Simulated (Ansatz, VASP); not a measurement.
# GaGe16: VASP beside Ansatz

```xyz
17
Lattice="0.0000 5.6600 5.6600 5.6600 0.0000 5.6600 5.6600 5.6600 0.0000" Properties=species:S:1:pos:R:3 pbc="T T T"
Ge    0.0013    0.0057   -0.0452
Ge    1.4541    1.4609    1.3815
Ge    2.8290    2.8422    0.0130
Ge    4.2084    4.2149    1.3853
Ge    2.8809    0.0036    2.8341
Ge    4.2365    1.4276    4.2579
Ge    5.6615    2.7843    2.8361
Ge    7.1143    4.2108    4.2916
Ge   -0.0033    2.8879    2.8361
Ge    1.4241    4.2396    4.2601
Ge    2.7772    5.6676    2.8378
Ge    4.1995    7.1251    4.2954
Ge    2.8291    2.8315    5.6616
Ge    4.2316    4.2374    7.0677
Ge    5.6568    5.6657    5.7183
Ge    7.0842    7.0899    7.0698
Ga    5.6589    5.6727    2.8436
```

Alike in both runs: functional PBE; dispersion D3(BJ); k mesh 2 × 2 × 2; occupations fermi-dirac, width 0.15 eV; no spin polarisation.

Ansatz relaxed the structure, and its values are those at the end. VASP's run is a single point on that final structure, the one shown.

|  | VASP | Ansatz |
| --- | --- | --- |
| version | VASP 6.6.1 | Ansatz 0.2.0 |
| potentials or method | VASP PAW PBE potentials, release 64 (Ge_d, Ga_d), cutoff 520 eV | scalar-relativistic, plane waves, PAW |
| valence electrons in the cell | 237 | 237 |

|  | VASP | Ansatz | Ansatz less VASP |
| --- | --- | --- | --- |
| rms of the force components (eV/Å) | 0.004 | 0.001 | -0.0028 |

The k mesh is coarse, so the values compare programs but aren't converged.
